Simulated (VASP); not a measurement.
# CuO (P4/mmm) in VASP: notebook

CuO is run at these levels: PBE+D3(BJ), PBEsol, LDA; tasks: single point.

Everything below comes from runs of VASP 6.6.1. Logs are shortened: lines on timing, memory, paths and dates and some standing lists are left out, and cuts for length are marked.

**1. The cell of the first run**

It takes space group P4/mmm (No. 123, tetragonal). The conventional cell has a = 4.134 Å, b = 4.134 Å, c = 3.877 Å, α = 90.00°, β = 90.00°, γ = 90.00°. Cu (site symmetry mmm) has 4 O at 1.94 to 2.07 Å within 2.6 Å. Cu (site symmetry 4/mmm) has 6 O at 1.94 to 2.07 Å within 2.6 Å. Within 2.6 Å of O (site symmetry 4/mmm) lie 6 Cu at 1.94 to 2.07 Å. Within 2.6 Å of O (site symmetry mmm) lie 4 Cu at 1.94 to 2.07 Å.

**2. Single point, PBE+D3(BJ)**

Contents of INCAR:

```
SYSTEM = CuO
PREC     = Accurate       ! precision mode
ENCUT    = 700            ! plane-wave cutoff, eV
EDIFF    = 1E-6           ! SCF threshold, eV
ISMEAR   = -1             ! smearing method
SIGMA    = 0.05           ! smearing width, eV
LREAL    = .False.        ! projectors in reciprocal space
LASPH    = .True.         ! aspherical terms in the spheres
NELM     = 120            ! most SCF steps
ALGO     = Normal         ! electronic algorithm
ISIF     = 2              ! what is computed and relaxed
LWAVE    = .False.        ! write WAVECAR
LCHARG   = .False.        ! write CHGCAR
GGA      = PE             ! functional
IVDW     = 12             ! dispersion correction
NBANDS   = 46             ! bands
GGA_COMPAT= .False.
```

Contents of KPOINTS:

```
regular mesh
0
Gamma
  7 7 7
  0 0 0
```

Contents of POSCAR:

```
CuO
1.0
    4.1337560406      0.0000000000      0.0000000000
    0.0000000000      4.1337560406      0.0000000000
    0.0000000000      0.0000000000      3.8773838586
Cu O
3 3
Direct
    0.5000000000      0.0000000000      0.5000000000
    0.0000000000      0.5000000000      0.5000000000
    0.0000000000      0.0000000000      0.0000000000
    0.0000000000      0.0000000000      0.5000000000
    0.5000000000      0.0000000000      0.0000000000
    0.0000000000      0.5000000000      0.0000000000
```

Potentials or basis: VASP PAW PBE potentials, release 64 (Cu_sv_GW, O).

The run is started by

```bash
$ cat potpaw_PBE.64/Cu_sv_GW/POTCAR potpaw_PBE.64/O/POTCAR > POTCAR
$ mpirun -np 1 vasp_std > vasp.out
```

OUTCAR:

```text
SYSTEM = CuO
   PREC = Accurate
   ENCUT = 700
   EDIFF = 1E-6
   ISMEAR = -1
   LREAL = .False.
   LASPH = .True.
   NELM = 120
   ISIF = 2
   GGA = PE
   IVDW = 12
 IVDW          = 12

 ion  position               nearest neighbor table
   1  0.500  0.000  0.500-   5 1.94   5 1.94   4 2.07   4 2.07
   2  0.000  0.500  0.500-   6 1.94   6 1.94   4 2.07   4 2.07
   3  0.000  0.000  0.000-   4 1.94   4 1.94   6 2.07   5 2.07   6 2.07   5 2.07
   4  0.000  0.000  0.500-   3 1.94   3 1.94   1 2.07   2 2.07   2 2.07   1 2.07
   5  0.500  0.000  0.000-   1 1.94   1 1.94   3 2.07   3 2.07
   6  0.000  0.500  0.000-   2 1.94   2 1.94   3 2.07   3 2.07

  LATTYP: Found a simple tetragonal cell.
 ALAT       =     4.1337560406
 C/A-ratio  =     0.9379808147

  Lattice vectors:

 A1 = (   4.1337560406,   0.0000000000,   0.0000000000)
 A2 = (   0.0000000000,   4.1337560406,   0.0000000000)
 A3 = (   0.0000000000,   0.0000000000,   3.8773838586)

Analysis of symmetry for initial positions (statically):
=====================================================================
 Subroutine PRICEL returns:
 Original cell was already a primitive cell.

 Routine SETGRP: Setting up the symmetry group for a
 simple tetragonal supercell.

 Subroutine GETGRP returns: Found 16 space group operations
 (whereof 16 operations were pure point group operations)
 out of a pool of 16 trial point group operations.

The static configuration has the point symmetry D_4h.

Analysis of symmetry for dynamics (positions and initial velocities):
=====================================================================
 Subroutine PRICEL returns:
 Original cell was already a primitive cell.

 Routine SETGRP: Setting up the symmetry group for a
 simple tetragonal supercell.

 Subroutine GETGRP returns: Found 16 space group operations
 (whereof 16 operations were pure point group operations)
 out of a pool of 16 trial point group operations.

The dynamic configuration has the point symmetry D_4h.

 Subroutine INISYM returns: Found 16 space group operations
 (whereof 16 operations are pure point group operations),
 and found     1 'primitive' translations

----------------------------------------------------------------------------------------

                                     Primitive cell

  volume of cell :      66.2565

  direct lattice vectors                    reciprocal lattice vectors
     4.133756041  0.000000000  0.000000000     0.241910744  0.000000000  0.000000000
     0.000000000  4.133756041  0.000000000     0.000000000  0.241910744  0.000000000
     0.000000000  0.000000000  3.877383859     0.000000000  0.000000000  0.257905855

  length of vectors
     4.133756041  4.133756041  3.877383859     0.241910744  0.241910744  0.257905855

  position of ions in fractional coordinates (direct lattice)
     0.500000000  0.000000000  0.500000000
     0.000000000  0.500000000  0.500000000
     0.000000000  0.000000000  0.000000000
     0.000000000  0.000000000  0.500000000
     0.500000000  0.000000000  0.000000000
     0.000000000  0.500000000  0.000000000

  ion indices of the primitive-cell ions
   primitive index   ion index
                 1           1
                 2           2
                 3           3
                 4           4
                 5           5
                 6           6

----------------------------------------------------------------------------------------

 KPOINTS: regular mesh

Automatic generation of k-mesh.
 Grid dimensions read from file:
 generate k-points for:    7    7    7

 Generating k-lattice:

  Cartesian coordinates                     Fractional coordinates (reciprocal lattice)
     0.034558678  0.000000000  0.000000000     0.142857143  0.000000000  0.000000000
     0.000000000  0.034558678  0.000000000     0.000000000  0.142857143  0.000000000
     0.000000000  0.000000000  0.036843694     0.000000000  0.000000000  0.142857143

  Length of vectors
     0.034558678  0.034558678  0.036843694

  Shift w.r.t. Gamma in fractional coordinates (k-lattice)
     0.000000000  0.000000000  0.000000000

 Subroutine IBZKPT returns following result:
 ===========================================

 Found     40 irreducible k-points:

 Following reciprocal coordinates:
            Coordinates               Weight
  0.000000  0.000000  0.000000      1.000000
  0.142857  0.000000  0.000000      4.000000
  0.285714  0.000000  0.000000      4.000000
  0.428571  0.000000  0.000000      4.000000
  0.142857  0.142857  0.000000      4.000000
  0.285714  0.142857  0.000000      8.000000
[... 16 lines left out ...]
  0.285714  0.000000  0.285714      8.000000
  0.428571  0.000000  0.285714      8.000000
 [... further k-points ...]
   k-points           NKPTS =     40   k-points in BZ     NKDIM =     40   number of bands    NBANDS=     46
   number of dos      NEDOS =    301   number of ions     NIONS =      6
   total plane-waves  NPLWV =  46656
   dimension x,y,z NGX =    36 NGY =   36 NGZ =   36
   dimension x,y,z NGXF=    72 NGYF=   72 NGZF=   72
   ions per type =               3   3
   NGX,Y,Z   is equivalent  to a cutoff of  14.48, 14.48, 15.44 a.u.
   NGXF,Y,Z  is equivalent  to a cutoff of  28.96, 28.96, 30.87 a.u.
 SYSTEM =  CuO
   PREC   = accura    normal or accurate (medium, high low for compatibility)
   ISTART =      0    job   : 0-new  1-cont  2-samecut
   ICHARG =      2    charge: 1-file 2-atom 10-const
   ISPIN  =      1    spin polarized calculation?
   LNONCOLLINEAR =      F non collinear calculations
   LSORBIT =      F    spin-orbit coupling
   LASPH  =      T    aspherical Exc in radial PAW
   ENCUT  =  700.0 eV  51.45 Ry    7.17 a.u.   8.92  8.92  8.36*2*pi/ulx,y,z
   NELM   =    120;   NELMIN=  2; NELMDL= -5     # of ELM steps
   EDIFF  = 0.1E-05   stopping-criterion for ELM
   LREAL  =      F    real-space projection
   EDIFFG = 0.1E-04   stopping-criterion for IOM
   NSW    =      0    number of steps for IOM
   IBRION =     -1    ionic relax: 0-MD 1-quasi-New 2-CG
   NFREE  =      0    steps in history (QN), initial steepest desc. (CG)
   ISIF   =      2    stress and relaxation
   ISYM   =      2    0-nonsym 1-usesym 2-fastsym
   POTIM  = 0.5000    time-step for ionic-motion
   TEBEG  =    0.0;   TEEND  =   0.0 temperature during run
   PSTRESS=    0.0 pullay stress
   NELECT =      75.0000    total number of electrons
   NUPDOWN=      -1.0000    fix difference up-down
   EMIN   =  10.00;   EMAX   =-10.00  energy-range for DOS
   EFERMI =   0.00;   METHOD = LEGACY
   ISMEAR =    -1;   SIGMA  =   0.05  broadening in eV -4-tet -1-fermi 0-gaus
   EFERMI_NEDOS =   21; number of points for ismear=-14 and -15
   IALGO  =     38    algorithm
   IMIX   =      4    mixing-type and parameters
     AMIX     =   0.40;   BMIX     =  1.00
     AMIX_MAG =   1.60;   BMIX_MAG =  1.00
  volume/ion in A,a.u.               =      11.04        74.52
  Fermi-wavevector in a.u.,A,eV,Ry     =   1.706157  3.224170 39.606193  2.910973
  Thomas-Fermi vector in A             =   2.785245
   LORBIT       =      0    0 simple, 1 ext, 2 COOP (PROOUT), +10 PAW based schemes
   GGA     = PE    functional components
   LHFCALC =     F    Hartree Fock is set to
   AEXX    =    0.0000 exact exchange contribution
   IVDW    =    12    specifies the selected vdW correction
   LEPSILON=     F    determine dielectric tensor
   LRPA    =     F    only Hartree local field effects (RPA)
 non-spin polarized calculation
  energy-cutoff  :      700.00
  volume of cell :       66.26
 maximum number of plane-waves:      2810
 NGX is ok and might be reduce to    36
   NGX = 17   NGY = 17   NGZ = 17

 number of electron      75.0000031 magnetization

 Free energy of the ion-electron system (eV)
  ---------------------------------------------------
  ext. energy  EPLUGINS =         0.00000000
  ---------------------------------------------------
  free energy    TOTEN  =       -28.15220526 eV

  energy without entropy =      -28.12298515  energy(sigma->0) =      -28.13759521

 E-fermi :   4.3435     XC(G=0): -11.6060

 val. band max:        4.3317588986   @ k =   0.4286   0.2857   0.2857
 cond. band min:       4.4080011418   @ k =   0.2857   0.2857   0.0000
 fundamental gap:      0.0762422432
 Fermi energy:         4.3435179912

 k-point     1 :       0.0000    0.0000    0.0000
  band No.  band energies     occupation
      1    -108.3359      2.00000
      2    -107.8276      2.00000
      3    -107.8263      2.00000
      4     -65.7825      2.00000
      5     -65.6869      2.00000
      6     -65.6869      2.00000
[... 38 lines left out ...]
     45      15.5053      0.00000
     46      16.0561      0.00000

 k-point     2 :       0.1429    0.0000    0.0000
  band No.  band energies     occupation
      1    -108.3358      2.00000
      2    -107.8276      2.00000
      3    -107.8262      2.00000
      4     -65.7825      2.00000
      5     -65.6868      2.00000
      6     -65.6867      2.00000
[... 38 lines left out ...]
     45      16.0603      0.00000
     46      16.0965      0.00000

 k-point     3 :       0.2857    0.0000    0.0000
  band No.  band energies     occupation
      1    -108.3361      2.00000
      2    -107.8276      2.00000
      3    -107.8267      2.00000
      4     -65.7827      2.00000
      5     -65.6870      2.00000
      6     -65.6869      2.00000
[... 38 lines left out ...]
     45      16.0593      0.00000
     46      16.9103      0.00000

 k-point     4 :       0.4286    0.0000    0.0000
  band No.  band energies     occupation
      1    -108.3361      2.00000
      2    -107.8274      2.00000
      3    -107.8269      2.00000
      4     -65.7829      2.00000
      5     -65.6870      2.00000
      6     -65.6868      2.00000
[... 920 lines left out ...]
     45      14.1411      0.00000
     46      17.4750      0.00000

 k-point    23 :       0.2857    0.0000    0.2857
  band No.  band energies     occupation
      1    -108.3359      2.00000
      2    -107.8274      2.00000
      3    -107.8266      2.00000
      4     -65.7827      2.00000
      5     -65.6870      2.00000
      6     -65.6866      2.00000
[... 38 lines left out ...]
     45      14.7493      0.00000
     46      17.2389      0.00000

 k-point    24 :       0.4286    0.0000    0.2857
  band No.  band energies     occupation
      1    -108.3359      2.00000
      2    -107.8271      2.00000
      3    -107.8268      2.00000
      4     -65.7827      2.00000
      5     -65.6870      2.00000
      6     -65.6866      2.00000
[... 38 lines left out ...]
     45      15.5341      0.00000
     46      16.7037      0.00000

 [... further k-points ...]

------------------------ aborting loop because EDIFF is reached ----------------------------------------

 Edisp (eV)   -1.53929

 E8    (eV) :    -0.5879

  FORCE on cell =-STRESS in cart. coord.  units (eV):
  Direction    XX          YY          ZZ          XY          YZ          ZX
  --------------------------------------------------------------------------------------
  -------------------------------------------------------------------------------------
  Total      -1.27111    -1.27111    -1.20608    -0.00000    -0.00000     0.00000
  in kB     -30.73737   -30.73737   -29.16464    -0.00000    -0.00000     0.00000
  external pressure =      -30.21 kB  Pullay stress =        0.00 kB

 VOLUME and BASIS-vectors are now :
 -----------------------------------------------------------------------------
  energy-cutoff  :      700.00
  volume of cell :       66.26
      direct lattice vectors                 reciprocal lattice vectors
     4.133756041  0.000000000  0.000000000     0.241910744  0.000000000  0.000000000
     0.000000000  4.133756041  0.000000000     0.000000000  0.241910744  0.000000000
     0.000000000  0.000000000  3.877383859     0.000000000  0.000000000  0.257905855

 POSITION                                       TOTAL-FORCE (eV/Angst)
 -----------------------------------------------------------------------------------
      2.06688      0.00000      1.93869         0.000000      0.000000      0.000000
      0.00000      2.06688      1.93869         0.000000      0.000000      0.000000
      0.00000      0.00000      0.00000         0.000000      0.000000      0.000000
      0.00000      0.00000      1.93869         0.000000      0.000000      0.000000
      2.06688      0.00000      0.00000         0.000000      0.000000      0.000000
      0.00000      2.06688      0.00000         0.000000      0.000000      0.000000
 -----------------------------------------------------------------------------------
    total drift:                                0.000000      0.000000      0.000000

  FREE ENERGIE OF THE ION-ELECTRON SYSTEM (eV)
  ---------------------------------------------------
  free  energy   TOTEN  =       -29.6914937453 eV

  energy  without entropy=      -29.6622736340  energy(sigma->0) =      -29.67688369
```

It took 2.8 min on 1 thread of Intel Xeon Platinum 8559C (Emerald Rapids), shared host; peak memory 0.32 GiB.

Results:

| Property | Result |
| --- | --- |
| Free energy | -29.6915 eV |
| Pressure | -3.0 GPa |
| Dispersion energy per atom | -0.257 eV |

Stress tensor (GPa, compression positive):
```
-3.07  0.00  0.00
 0.00 -3.07  0.00
 0.00  0.00 -2.92
```

Caveat: an odd number of electrons without spin polarisation forces a metal; a magnetic or distorted state may lie lower; semilocal functionals often make such compounds metallic where correlation or magnetic order opens a gap, which also shifts bond lengths; pairwise dispersion overbinds metals, which lowers pressure and volume.

**3. Single point, PBEsol**

This run uses another cell than the first one, of 10.81 Å³/atom, 0.979 times its volume.

Contents of INCAR:

```
PREC = Accurate
ENCUT = 700
EDIFF = 1E-6
ISMEAR = -1
SIGMA = 0.05
LREAL = F
LASPH = T
NELM = 120
ALGO = Normal
ISIF = 2
LWAVE = F
LCHARG = T
GGA = PS
LELF = T
LVHAR = T
NBANDS = 46
GGA_COMPAT = F
```

Contents of KPOINTS:

```
regular mesh
0
Gamma
  7 7 7
```

Changes to POSCAR since step 2:

```diff
@@ -2,5 +2,5 @@
 1.0
-    4.1337560406      0.0000000000      0.0000000000
-    0.0000000000      4.1337560406      0.0000000000
-    0.0000000000      0.0000000000      3.8773838586
+    4.1105392436      0.0000000000      0.0000000000
+    0.0000000000      4.1105392436      0.0000000000
+    0.0000000000      0.0000000000      3.8400643002
 Cu O
```

Potentials or basis: VASP PAW PBE potentials, release 64 (Cu_sv_GW, O).

The run is started by

```bash
$ cat potpaw_PBE.64/Cu_sv_GW/POTCAR potpaw_PBE.64/O/POTCAR > POTCAR
$ mpirun -np 1 vasp_std > vasp.out
```

Run time: 6.5 min. Hardware: 1 thread of AMD EPYC 7R43 (Zen 3), shared host; peak memory 0.27 GiB.

Results (log left out):

```yaml
Free_energy: -30.8453 eV
Pressure: -2.7 GPa
```

Stress tensor (GPa, compression positive):
```
-2.74  0.00  0.00
 0.00 -2.74  0.00
 0.00  0.00 -2.63
```

Levels at points of the mesh, in eV from the Fermi level:
```
           k point  band 35  band 36  band 37  band 38  band 39  band 40  band 41  band 42
(0.00, 0.00, 0.00)    -1.60    -1.60    -1.59    -1.52    -1.39     1.31     6.14     7.73
```

Caveat: the PAW data sets were made with another functional, which shifts forces and pressure a little; an odd number of electrons without spin polarisation forces a metal; a magnetic or distorted state may lie lower; semilocal functionals often make such compounds metallic where correlation or magnetic order opens a gap, which also shifts bond lengths. With open d or f shells a metallic result of PBEsol can be an artefact of self-interaction; +U or a hybrid may open a gap.

**4. Single point, LDA**

This run uses another cell than the first one, of 10.37 Å³/atom, 0.939 times its volume.

Contents of INCAR:

```
ALGO = Normal ; EDIFF = 1E-7
ENCUT = 520 ; GGA = CA
ISIF = 2 ; ISMEAR = -1
LASPH = True ; LCHARG = False
LREAL = False ; LWAVE = False
NBANDS = 34 ; NELM = 100
PREC = Accurate ; SIGMA = 0.05
```

Contents of KPOINTS:

```
k-points
0
Gamma
  7 7 7
```

Changes to POSCAR since step 3:

```diff
@@ -2,5 +2,5 @@
 1.0
-    4.1105392436      0.0000000000      0.0000000000
-    0.0000000000      4.1105392436      0.0000000000
-    0.0000000000      0.0000000000      3.8400643002
+    4.0426851135      0.0000000000      0.0000000000
+    0.0000000000      4.0426851135      0.0000000000
+    0.0000000000      0.0000000000      3.8071675356
 Cu O
```

Potentials or basis: VASP PAW LDA potentials, release 64 (Cu, O).

The run is started by

```bash
$ cat potpaw_LDA.64/Cu/POTCAR potpaw_LDA.64/O/POTCAR > POTCAR
$ mpirun -np 1 vasp_std > vasp.out
```

Wall time 78 s (1 thread of AMD EPYC 9R45 (Zen 5), shared host); peak memory 0.15 GiB.

The run converged. Its results:

```yaml
Free_energy: -33.3184 eV
Pressure: 0.9 GPa
```

Stress tensor (GPa, compression positive):
```
0.51 0.00 0.00
0.00 0.51 0.00
0.00 0.00 1.57
```

Levels at points of the mesh, in eV from the Fermi level:
| k point | band 22 | band 23 | band 24 | band 25 | band 26 | band 27 | band 28 | band 29 | band 30 | band 31 |
| --- | --- | --- | --- | --- | --- | --- | --- | --- | --- | --- |
| (0.00, 0.00, 0.00) | -1.91 | -1.69 | -1.64 | -1.64 | -1.60 | -1.44 | 1.48 | 6.47 | 8.11 | 9.04 |

Caveat: an odd number of electrons without spin polarisation forces a metal; a magnetic or distorted state may lie lower; semilocal functionals often make such compounds metallic where correlation or magnetic order opens a gap, which also shifts bond lengths.

**5. Summary**

| level | potentials or basis | cell | cutoff (eV) | second run | gap on the mesh (eV) | pressure (GPa) |
| --- | --- | --- | --- | --- | --- | --- |
| PBE+D3(BJ) | VASP PAW PBE potentials, release 64 (Cu_sv_GW, O) | a = 4.134, b = 4.134, c = 3.877 Å, 6 atoms | 700 | valence_matched | none | -3.0 |
| PBEsol | VASP PAW PBE potentials, release 64 (Cu_sv_GW, O) | a = 4.111, b = 4.111, c = 3.840 Å, 6 atoms | 700 | valence_matched | none | -2.7 |
| LDA | VASP PAW LDA potentials, release 64 (Cu, O) | a = 4.043, b = 4.043, c = 3.807 Å, 6 atoms | 520 | - | none | 0.9 |

Alike in all rows: task single point; no spin polarisation; k mesh 7 × 7 × 7; smearing fermi-dirac 0.05 eV.

Caveats: an odd number of electrons without spin polarisation forces a metal; a magnetic or distorted state may lie lower; semilocal functionals often make such compounds metallic where correlation or magnetic order opens a gap, which also shifts bond lengths; pairwise dispersion overbinds metals, which lowers pressure and volume (some runs); the PAW data sets were made with another functional, which shifts forces and pressure a little (some runs).

Absolute energies hang on the potentials; compare differences alone.
